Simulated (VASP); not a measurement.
Runs of VASP 6.6.1 on Ti. The structure is that of space group P6_3/mmc (No. 194), or close to it. The cells are those of the table. 

```tsv
task	cell	cutoff (eV)	gap on the mesh (eV)	pressure (GPa)
relaxation of cell and atoms	relaxed to 38 GPa from a = 2.714, b = 2.714, c = 4.338 Å, angles 90.0, 90.0, 120.0°, 2 atoms	600	none	38.0
single point	a = 2.714, b = 2.714, c = 4.337 Å, angles 90.0, 90.0, 120.0°, 2 atoms	520	none	(a)
relaxation of cell and atoms	relaxed to 38 GPa from a = 2.694, b = 2.694, c = 4.364 Å, angles 90.0, 90.0, 120.0°, 2 atoms	600	none	38.0
single point	a = 2.714, b = 2.714, c = 4.338 Å, angles 90.0, 90.0, 120.0°, 2 atoms	520	none	37.1
```

Alike in all rows: level PBE; potentials or basis VASP PAW PBE potentials, release 64 (Ti_sv); no spin polarisation; k mesh 16 × 16 × 9; smearing fermi-dirac 0.1 eV.

Question: Estimate the missing entries.

Answer: (a) 37.2.

Caveats: the cell is relaxed towards a set pressure, so the run minimises the enthalpy, not the energy (at least some runs); the cell stands under pressure (at least some runs).

A gap of «none» marks levels without a gap at the run's occupations.
